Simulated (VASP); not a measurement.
Co, 2 atoms in the cell. The structure is hexagonal, space group P6_3/mmc (No. 194). Conventional cell: a = 2.505 Å, b = 2.505 Å, c = 4.089 Å, α = 90.00°, β = 90.00°, γ = 120.00°. Within 3.3 Å of Co (site symmetry -6m2) lie 12 Co at 2.50 to 2.51 Å. 

* Program: VASP 6.6.1
* Task: single point
* Functional: PBE
* Potentials or basis: VASP PAW PBE potentials, release 64 (Co)
* Cutoff: 520 eV
* k mesh: 13 × 13 × 7
* Occupations: fermi-dirac, width 0.05 eV
* Spin: collinear spin, ferromagnetic start
* Starting moments: [3.0, 3.0] μB
* Dipole correction: no
* Further INCAR settings: ALGO = Normal; EDIFF = 1e-06; NBANDS = 20; ISYM = 0

Potentials or basis: VASP PAW PBE potentials, release 64 (Co).

Launch:

```sh
$ cat potpaw_PBE.64/Co/POTCAR > POTCAR
$ mpirun -np 1 vasp_std > vasp.out
```

Hardware: 1 thread of Intel(R) Xeon(R) Platinum 8488C (Sapphire Rapids), on a shared host.

Problem. Estimate the wall time of this run.

Solution. It took 5.2 min on 1 thread of Intel(R) Xeon(R) Platinum 8488C (Sapphire Rapids) (shared host), peak memory 0.44 GiB. Counts: scf iterations 14, k points 592.
